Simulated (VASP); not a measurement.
# As (Cmce) in VASP: notebook

As is run at these levels: PBEsol; tasks: single point, relaxation of cell and atoms.

Everything below comes from runs of VASP 6.6.1. Logs are shortened: lines on timing, memory, paths and dates and some standing lists are left out, and cuts for length are marked.

### Step 1. The cell of the first run

The structure is orthorhombic, space group Cmce (No. 64). Conventional cell: a = 3.789 Å, b = 10.876 Å, c = 4.182 Å, α = 90.00°, β = 90.00°, γ = 90.00°. As (site symmetry m) has 5 As at 2.48 to 3.16 Å within 3.3 Å.

### Step 2. Single point, PBEsol

INCAR

```
PREC = Accurate
ENCUT = 520
EDIFF = 1E-7
ISMEAR = 0
SIGMA = 0.1
LREAL = F
LASPH = T
NELM = 100
ALGO = Normal
ISIF = 2
LWAVE = F
LCHARG = T
GGA = PS
LELF = T
LVHAR = T
NBANDS = 18
```

KPOINTS

```
regular mesh
0
Gamma
  6 6 4
```

POSCAR

```
As
1.0
    1.8946055361     -5.4380064158      0.0000000000
    1.8946055361      5.4380064158      0.0000000000
    0.0000000000      0.0000000000      4.1819208842
As
4
Direct
    0.1120373321      0.8879626679      0.9471446252
    0.6120373321      0.3879626679      0.5528553748
    0.8879626679      0.1120373321      0.0528553748
    0.3879626679      0.6120373321      0.4471446252
```

Potentials or basis: VASP PAW PBE potentials, release 64 (As).

Command:

```
> cat potpaw_PBE.64/As/POTCAR > POTCAR
> mpirun -np 1 vasp_std > vasp.out
```

OUTCAR:

```text
PREC = Accurate
   ENCUT = 520
   EDIFF = 1E-7
   ISMEAR = 0
   LREAL = F
   LASPH = T
   NELM = 100
   ISIF = 2
   GGA = PS

 ion  position               nearest neighbor table
   1  0.112  0.888  0.947-   3 2.48   2 2.51   2 2.51
   2  0.612  0.388  0.553-   4 2.48   1 2.51   1 2.51
   3  0.888  0.112  0.053-   1 2.48   4 2.51   4 2.51
   4  0.388  0.612  0.447-   2 2.48   3 2.51   3 2.51

  LATTYP: Found a base centered orthorhombic cell.
 ALAT       =     3.7892110722
 B/A-ratio  =     2.8702578517
 C/A-ratio  =     1.1036389382

  Lattice vectors:

 A1 = (   1.8946055361,  -5.4380064158,   0.0000000000)
 A2 = (   1.8946055361,   5.4380064158,   0.0000000000)
 A3 = (   0.0000000000,   0.0000000000,   4.1819208842)

Analysis of symmetry for initial positions (statically):
=====================================================================
 Subroutine PRICEL returns:
 Original cell was already a primitive cell.

 Routine SETGRP: Setting up the symmetry group for a
 base centered orthorhombic supercell.

 Subroutine GETGRP returns: Found  8 space group operations
 (whereof  4 operations were pure point group operations)
 out of a pool of  8 trial point group operations.

The static configuration has the point symmetry C_2h.
 The point group associated with its full space group is D_2h.

Analysis of symmetry for dynamics (positions and initial velocities):
=====================================================================
 Subroutine PRICEL returns:
 Original cell was already a primitive cell.

 Routine SETGRP: Setting up the symmetry group for a
 base centered orthorhombic supercell.

 Subroutine GETGRP returns: Found  8 space group operations
 (whereof  4 operations were pure point group operations)
 out of a pool of  8 trial point group operations.

The dynamic configuration has the point symmetry C_2h.
 The point group associated with its full space group is D_2h.

 Subroutine INISYM returns: Found  8 space group operations
 (whereof  4 operations are pure point group operations),
 and found     1 'primitive' translations

----------------------------------------------------------------------------------------

                                     Primitive cell

  volume of cell :      86.1716

  direct lattice vectors                    reciprocal lattice vectors
     1.894605536 -5.438006416  0.000000000     0.263907178 -0.091945460  0.000000000
     1.894605536  5.438006416  0.000000000     0.263907178  0.091945460  0.000000000
     0.000000000  0.000000000  4.181920884     0.000000000  0.000000000  0.239124562

  length of vectors
     5.758597391  5.758597391  4.181920884     0.279465501  0.279465501  0.239124562

  position of ions in fractional coordinates (direct lattice)
     0.112037332  0.887962668  0.947144625
     0.612037332  0.387962668  0.552855375
     0.887962668  0.112037332  0.052855375
     0.387962668  0.612037332  0.447144625

  ion indices of the primitive-cell ions
   primitive index   ion index
                 1           1
                 2           2
                 3           3
                 4           4

----------------------------------------------------------------------------------------

 KPOINTS: regular mesh

Automatic generation of k-mesh.
 Grid dimensions read from file:
 generate k-points for:    6    6    4

 Generating k-lattice:

  Cartesian coordinates                     Fractional coordinates (reciprocal lattice)
     0.043984530 -0.015324243  0.000000000     0.166666667  0.000000000  0.000000000
     0.043984530  0.015324243  0.000000000     0.000000000  0.166666667  0.000000000
     0.000000000  0.000000000  0.059781141     0.000000000  0.000000000  0.250000000

  Length of vectors
     0.046577583  0.046577583  0.059781141

  Shift w.r.t. Gamma in fractional coordinates (k-lattice)
     0.000000000  0.000000000  0.000000000

 Subroutine IBZKPT returns following result:
 ===========================================

 Found     39 irreducible k-points:

 Following reciprocal coordinates:
            Coordinates               Weight
  0.000000  0.000000  0.000000      1.000000
  0.166667 -0.000000  0.000000      4.000000
  0.333333 -0.000000  0.000000      4.000000
  0.500000 -0.000000  0.000000      2.000000
  0.166667  0.166667  0.000000      2.000000
  0.333333  0.166667  0.000000      4.000000
[... 16 lines left out ...]
  0.333333  0.333333  0.250000      4.000000
  0.500000  0.333333  0.250000      8.000000
 [... further k-points ...]
   k-points           NKPTS =     39   k-points in BZ     NKDIM =     39   number of bands    NBANDS=     18
   number of dos      NEDOS =    301   number of ions     NIONS =      4
   total plane-waves  NPLWV =  73728
   dimension x,y,z NGX =    48 NGY =   48 NGZ =   32
   dimension x,y,z NGXF=    96 NGYF=   96 NGZF=   64
   ions per type =               4
   NGX,Y,Z   is equivalent  to a cutoff of  13.86, 13.86, 12.72 a.u.
   NGXF,Y,Z  is equivalent  to a cutoff of  27.71, 27.71, 25.44 a.u.
 SYSTEM =  unknown system
   PREC   = accura    normal or accurate (medium, high low for compatibility)
   ISTART =      0    job   : 0-new  1-cont  2-samecut
   ICHARG =      2    charge: 1-file 2-atom 10-const
   ISPIN  =      1    spin polarized calculation?
   LNONCOLLINEAR =      F non collinear calculations
   LSORBIT =      F    spin-orbit coupling
   LASPH  =      T    aspherical Exc in radial PAW
   ENCUT  =  520.0 eV  38.22 Ry    6.18 a.u.  10.71 10.71  7.78*2*pi/ulx,y,z
   NELM   =    100;   NELMIN=  2; NELMDL= -5     # of ELM steps
   EDIFF  = 0.1E-06   stopping-criterion for ELM
   LREAL  =      F    real-space projection
   EDIFFG = 0.1E-05   stopping-criterion for IOM
   NSW    =      0    number of steps for IOM
   IBRION =     -1    ionic relax: 0-MD 1-quasi-New 2-CG
   NFREE  =      0    steps in history (QN), initial steepest desc. (CG)
   ISIF   =      2    stress and relaxation
   ISYM   =      2    0-nonsym 1-usesym 2-fastsym
   POTIM  = 0.5000    time-step for ionic-motion
   TEBEG  =    0.0;   TEEND  =   0.0 temperature during run
   PSTRESS=    0.0 pullay stress
   NELECT =      20.0000    total number of electrons
   NUPDOWN=      -1.0000    fix difference up-down
   EMIN   =  10.00;   EMAX   =-10.00  energy-range for DOS
   EFERMI =   0.00;   METHOD = LEGACY
   ISMEAR =     0;   SIGMA  =   0.10  broadening in eV -4-tet -1-fermi 0-gaus
   EFERMI_NEDOS =   21; number of points for ismear=-14 and -15
   IALGO  =     38    algorithm
   IMIX   =      4    mixing-type and parameters
     AMIX     =   0.40;   BMIX     =  1.00
     AMIX_MAG =   1.60;   BMIX_MAG =  1.00
  volume/ion in A,a.u.               =      21.54       145.38
  Fermi-wavevector in a.u.,A,eV,Ry     =   1.006074  1.901205 13.771620  1.012185
  Thomas-Fermi vector in A             =   2.138794
   LORBIT       =      0    0 simple, 1 ext, 2 COOP (PROOUT), +10 PAW based schemes
   GGA     = PS    functional components
   LHFCALC =     F    Hartree Fock is set to
   AEXX    =    0.0000 exact exchange contribution
   IVDW    =     0    specifies the selected vdW correction
   LEPSILON=     F    determine dielectric tensor
   LRPA    =     F    only Hartree local field effects (RPA)
 non-spin polarized calculation
 Gauss-broadening in eV      SIGMA  =   0.10
  energy-cutoff  :      520.00
  volume of cell :       86.17
 maximum number of plane-waves:      2344
 NGX is ok and might be reduce to    48
   NGX = 21   NGY = 21   NGZ = 15

 number of electron      20.0000001 magnetization

 Free energy of the ion-electron system (eV)
  ---------------------------------------------------
  ext. energy  EPLUGINS =         0.00000000
  ---------------------------------------------------
  free energy    TOTEN  =       -20.29740850 eV

  energy without entropy =      -20.29662979  energy(sigma->0) =      -20.29701914

 E-fermi :   4.8803     XC(G=0): -10.1134

 val. band max:        4.8040491960   @ k =  -0.3333   0.3333   0.0000
 cond. band min:       4.9219223388   @ k =   0.5000   0.5000   0.0000
 fundamental gap:      0.1178731428
 Fermi energy:         4.8802905933

 k-point     1 :       0.0000    0.0000    0.0000
  band No.  band energies     occupation
      1      -9.8494      2.00000
      2      -6.8335      2.00000
      3      -4.0251      2.00000
      4      -1.2408      2.00000
      5      -0.8158      2.00000
      6       0.8328      2.00000
[... 10 lines left out ...]
     17      11.7209      0.00000
     18      11.9598      0.00000

 k-point     2 :       0.1667   -0.0000    0.0000
  band No.  band energies     occupation
      1      -9.5705      2.00000
      2      -6.6396      2.00000
      3      -4.5473      2.00000
      4      -1.8595      2.00000
      5      -0.8818      2.00000
      6       1.1229      2.00000
[... 10 lines left out ...]
     17      10.3416      0.00000
     18      11.9861      0.00000

 k-point     3 :       0.3333   -0.0000    0.0000
  band No.  band energies     occupation
      1      -8.7514      2.00000
      2      -6.0432      2.00000
      3      -5.9015      2.00000
      4      -3.5732      2.00000
      5       0.1357      2.00000
      6       1.4180      2.00000
[... 10 lines left out ...]
     17      11.8754      0.00000
     18      12.3101      0.00000

 k-point     4 :       0.5000   -0.0000    0.0000
  band No.  band energies     occupation
      1      -7.4623      2.00000
      2      -7.4623      2.00000
      3      -5.0189      2.00000
      4      -5.0189      2.00000
      5       1.4831      2.00000
      6       1.4831      2.00000
[... 375 lines left out ...]
      4      -2.4084      2.00000
      5      -0.1631      2.00000
      6       1.7238      2.00000
[... 10 lines left out ...]
     17      11.0150      0.00000
     18      12.4918      0.00000

 k-point    23 :       0.3333    0.3333    0.2500
  band No.  band energies     occupation
      1      -8.0843      2.00000
      2      -6.7205      2.00000
      3      -5.7867      2.00000
      4      -3.4611      2.00000
      5      -0.6704      2.00000
      6       0.4992      2.00000
[... 10 lines left out ...]
     17      11.1770      0.00000
     18      11.2477      0.00000

 k-point    24 :       0.5000    0.3333    0.2500
  band No.  band energies     occupation
      1      -8.8197      2.00000
      2      -7.3144      2.00000
      3      -5.0551      2.00000
      4      -2.9776      2.00000
      5      -0.0977      2.00000
      6       1.3406      2.00000
[... 10 lines left out ...]
     17      11.0961      0.00000
     18      12.4830      0.00000

 [... further k-points ...]
[... 5 lines left out ...]
  --------------------------------------------------------------------------------------
  -------------------------------------------------------------------------------------
  Total        0.0761549      0.0905974      0.2944444      0.0000000     -0.0000000      0.0000000
  in kB        1.4159374      1.6844645      5.4745634      0.0000000     -0.0000000      0.0000000
  external PRESSURE =       2.8583218 kB  Pullay stress =       0.0000000 kB

 VOLUME and BASIS-vectors are now :
 -----------------------------------------------------------------------------
  energy-cutoff  :      520.00
  volume of cell :       86.17
      direct lattice vectors                 reciprocal lattice vectors
     1.894605536 -5.438006416  0.000000000     0.263907178 -0.091945460  0.000000000
     1.894605536  5.438006416  0.000000000     0.263907178  0.091945460  0.000000000
     0.000000000  0.000000000  4.181920884     0.000000000  0.000000000  0.239124562

 POSITION                                       TOTAL-FORCE (eV/Angst)
 -----------------------------------------------------------------------------------
      1.89461      4.21949      3.96088         0.000000     -0.015092      0.086945
      1.89461     -1.21852      2.31200         0.000000     -0.015092     -0.086945
      1.89461     -4.21949      0.22104         0.000000      0.015092     -0.086945
      1.89461      1.21852      1.86992         0.000000      0.015092      0.086945
 -----------------------------------------------------------------------------------
    total drift:                                0.000000      0.000000     -0.000000

  FREE ENERGIE OF THE ION-ELECTRON SYSTEM (eV)
  ---------------------------------------------------
  free  energy   TOTEN  =       -20.2974084970 eV

  energy  without entropy=      -20.2966297890  energy(sigma->0) =      -20.29701914
```

Run time: 68 s. Hardware: 1 thread of Intel Xeon Platinum 8259CL at 2.50GHz (Skylake/Cascade Lake), shared host; peak memory 0.26 GiB.

Results:

- Free energy: -20.2974 eV
- Pressure: 0.3 GPa
- Largest force: 0.088 eV/Å
- Band gap on the k mesh: 0.12 eV, indirect (least direct gap 0.48 eV)

Forces on the atoms (eV/Å):
```
As   0.000 -0.015  0.087
As   0.000 -0.015 -0.087
As   0.000  0.015 -0.087
As   0.000  0.015  0.087
```

Stress tensor (GPa, compression positive):
```
0.14 0.00 0.00
0.00 0.17 0.00
0.00 0.00 0.55
```

Caveat: the PAW data sets were made with another functional, which shifts forces and pressure a little. A k mesh can miss the band edges.

(Continued in part 2 of 2.)
